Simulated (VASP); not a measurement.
Wanted: the native input for a VASP 6.6.1 run.

| Item | Value |
| --- | --- |
| Task | single point |
| Functional | PBE |
| Potentials or basis | VASP PAW PBE potentials, release 64 (Ir, C) |
| Cutoff | 520 eV |
| k mesh | 16 × 16 × 16 |
| Occupations | gaussian, width 0.1 eV |
| Spin | no spin polarisation |
| Dipole correction | no |
| Further INCAR settings | ALGO = Normal; EDIFF = 1e-06; NBANDS = 18 |

The structure of IrC3 lies in POSCAR:

```
IrC3
1.0
   -2.0745344866      2.0745344866      2.0745344866
    2.0745344866     -2.0745344866      2.0745344866
    2.0745344866      2.0745344866     -2.0745344866
Ir C
1 3
Direct
    0.0000000000      0.0000000000      0.0000000000
    0.0000000000      0.5000000000      0.5000000000
    0.5000000000      0.0000000000      0.5000000000
    0.5000000000      0.5000000000      0.0000000000
```

These files were run (other wordings do the same):

INCAR

```
ALGO = Normal ; EDIFF = 1E-6
ENCUT = 520 ; GGA = PE
ISIF = 2 ; ISMEAR = 0
LASPH = True ; LCHARG = False
LREAL = False ; LWAVE = False
NBANDS = 18 ; NELM = 100
PREC = Accurate ; SIGMA = 0.1
```

KPOINTS

```
k-points
0
Gamma
  16 16 16
```

Potentials or basis: VASP PAW PBE potentials, release 64 (Ir, C).

The run is started by

```sh
$ cat potpaw_PBE.64/Ir/POTCAR potpaw_PBE.64/C/POTCAR > POTCAR
$ mpirun -np 1 vasp_std > vasp.out
```

Results of the run:

The pressure is 1.6 GPa.

Run time: 2.4 min on 1 thread of AMD EPYC 7R13, on a shared host, peak memory 0.2 GiB.
